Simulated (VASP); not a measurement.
Runs of VASP 6.6.1 on Ru. The structure is that of space group P6/mmm (No. 191), or close to it. The cells are those of the table. 

```tsv
cell	k mesh	gap on the mesh (eV)	pressure (GPa)
a = 4.273, b = 4.273, c = 2.696 Å, angles 90.0, 90.0, 120.0°, 3 atoms	10 × 10 × 13	none	12.1
a = 4.389, b = 4.389, c = 2.769 Å, angles 90.0, 90.0, 120.0°, 3 atoms	10 × 10 × 13	none	-8.4
a = 4.332, b = 4.332, c = 2.733 Å, angles 90.0, 90.0, 120.0°, 3 atoms	10 × 10 × 13	none	0.7
a = 4.499, b = 4.499, c = 2.838 Å, angles 90.0, 90.0, 120.0°, 3 atoms	10 × 10 × 13	none	-21.0
a = 4.213, b = 4.213, c = 2.658 Å, angles 90.0, 90.0, 120.0°, 3 atoms	10 × 10 × 13	none	26.7
a = 4.151, b = 4.151, c = 2.619 Å, angles 90.0, 90.0, 120.0°, 3 atoms	10 × 10 × 13	none	(b)
a = 4.445, b = 4.445, c = 2.804 Å, angles 90.0, 90.0, 120.0°, 3 atoms	10 × 10 × 13	none	(a)
a = 4.332, b = 4.332, c = 2.733 Å, angles 90.0, 90.0, 120.0°, 3 atoms	9 × 9 × 12	none	0.7
```

Alike in all rows: task single point; level BLYP; potentials or basis VASP PAW PBE potentials, release 64 (Ru_pv); no spin polarisation; cutoff (eV) 520; smearing fermi-dirac 0.1 eV.

Task: Fill in the values left out.

Result: (a) -15.5; (b) 45.2.

Caveats: the PAW data sets were made with another functional, which shifts forces and pressure a little.

A k mesh can miss the band edges, and the runs leave out spin-orbit coupling on Ru.

A gap of «none» marks levels without a gap at the run's occupations.
